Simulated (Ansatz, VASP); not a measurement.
## Sb: VASP beside Ansatz

```xyz
1
Lattice="-1.7228 1.7228 2.6209 1.7228 -1.7228 2.6209 1.7228 1.7228 -2.6209" Properties=species:S:1:pos:R:3 pbc="T T T"
Sb    0.0000    0.0000    0.0000
```

Alike in both runs: task single point; functional PBEsol; k mesh 8 × 8 × 8; occupations gaussian, width 0.1 eV; no spin polarisation.

```csv
,VASP,Ansatz
version,VASP 6.6.1,Ansatz 0.2.0
potentials or method,"VASP PAW PBE potentials, release 64 (Sb), cutoff 520 eV","scalar-relativistic, plane waves, PAW"
valence electrons in the cell,5,15
```

|  | VASP | Ansatz | Ansatz less VASP |
| --- | --- | --- | --- |
| gap on the k mesh at the Fermi level (eV) | none | none | - |
| pressure (GPa) | -8.0 | -8.0 | +0.05 |
| traceless stress, the component that is largest in VASP (GPa) | 0.31 | 0.31 | +0.004 |

VASP's potentials were made for PBE, not for PBEsol. A gap of «none» marks a metal or a gap that the smearing closes. VASP's potentials hold 5 valence electrons a cell and Ansatz's 15, so a difference there can come from the potentials and not from the codes.

Spin-orbit coupling is off throughout.
